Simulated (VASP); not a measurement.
A run of VASP 6.6.1 is set up as follows.

INCAR

```
ALGO = Normal
EDIFF = 1E-7
ENCUT = 520
GGA = PE
ISIF = 2
ISMEAR = 0
LASPH = True
LCHARG = False
LREAL = False
LWAVE = False
NBANDS = 30
NELM = 80
PREC = Accurate
SIGMA = 0.1
```

File KPOINTS:

```
k-points
0
Gamma
  4 4 4
```

POSCAR

```
BeGe3
1.0
    4.0626932547      0.0000000000      0.0000000000
    0.0000000000      4.0626932547      0.0000000000
    0.0000000000      0.0000000000      4.0626932547
Be Ge
1 3
Direct
    0.0000000000      0.0000000000      0.0000000000
    0.0000000000      0.5000000000      0.5000000000
    0.5000000000      0.0000000000      0.5000000000
    0.5000000000      0.5000000000      0.0000000000
```

Potentials or basis: VASP PAW PBE potentials, release 64 (Be, Ge_d).

Command:

```console
$ cat potpaw_PBE.64/Be/POTCAR potpaw_PBE.64/Ge_d/POTCAR > POTCAR
$ mpirun -np 1 vasp_std > vasp.out
```

(1) What does it give for the band gap on the k mesh?

(2) What does it give for the pressure?

Answers

(1) zero (bands 22 and 23 overlap by 3.43 eV).

(2) -0.1 GPa.

Caveat: the k points lie up to 0.39 Å⁻¹ apart, too coarse for converged energies and pressures of a metal.
